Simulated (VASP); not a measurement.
Runs of VASP 6.6.1 on In. The structure is that of space group Pm-3m (No. 221), or close to it. The cells are those of the table. This isn't the form of In at room conditions, which is tetragonal.

| task | cell | k mesh | cutoff (eV) | gap on the mesh (eV) | pressure (GPa) |
| --- | --- | --- | --- | --- | --- |
| single point | a = 4.456 Å, 3 atoms | 10 × 10 × 10 | 520 | none | 1.0 |
| single point | a = 4.520 Å, 3 atoms | 4 × 4 × 4 | 520 | none | (a) |
| single point | a = 4.410 Å, 3 atoms | 10 × 10 × 10 | 520 | none | 2.2 |
| single point | a = 4.647 Å, 3 atoms | 10 × 10 × 10 | 520 | none | -2.2 |
| relaxation of cell and atoms | relaxed from a = 4.178 Å, 3 atoms | 4 × 4 × 4 | 600 | none | 0.0 |

Alike in all rows: level PBE; potentials or basis VASP PAW PBE potentials, release 64 (In_d); no spin polarisation; smearing gaussian 0.1 eV.

Task: Estimate the missing entries.

Result: (a) 0.1.

Caveats: some runs use coarse meshes; spin-orbit coupling is left out, which moves the levels of the heavy elements.

A k mesh can miss the band edges, and the runs leave out spin-orbit coupling on In.

A gap of «none» marks levels without a gap at the run's occupations.
